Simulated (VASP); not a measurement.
Input of a VASP 6.6.1 run:

INCAR

```
SYSTEM = Si
PREC = Accurate
ENCUT = 520
EDIFF = 1E-7
ISMEAR = 0
SIGMA = 0.03
LREAL = .FALSE.
LASPH = .TRUE.
NELM = 80
ALGO = Normal
ISIF = 2
LWAVE = .FALSE.
LCHARG = .TRUE.
GGA = CA
LELF = .TRUE.
LVHAR = .TRUE.
NBANDS = 16
```

The input KPOINTS:

```
regular mesh
0
G
  10 10 10
  0 0 0
```

File POSCAR:

```
Si
1.0
   -3.3254442900      3.3254442900      1.8935498751
    3.3254442900     -3.3254442900      1.8935498751
    3.3254442900      3.3254442900     -1.8935498751
Si
4
Direct
    0.1788010600      0.1788010600      0.3576021200
    0.8211989400      0.8211989400      0.6423978800
    0.1788010600      0.8211989400      0.0000000000
    0.8211989400      0.1788010600      0.0000000000
```

Potentials or basis: VASP PAW LDA potentials, release 64 (Si).

The run is started by

```bash
$ cat potpaw_LDA.64/Si/POTCAR > POTCAR
$ mpirun -np 1 vasp_std > vasp.out
```

Task: What does it give for the largest force?

Result: 0.167 eV/Å.

Task: What does it give for the pressure?

Result: -0.5 GPa.

Task: Predict the band gap on the k mesh.

Result: 0.25 eV (least direct gap 0.45 eV).

Stress tensor (GPa, compression positive):
```
-1.33  0.00  0.00
 0.00 -1.33  0.00
 0.00  0.00  1.24
```

Caveat: the cell differs from its parent crystal (strain +0.000 along x and y, -0.015 along z). A k mesh can miss the band edges.
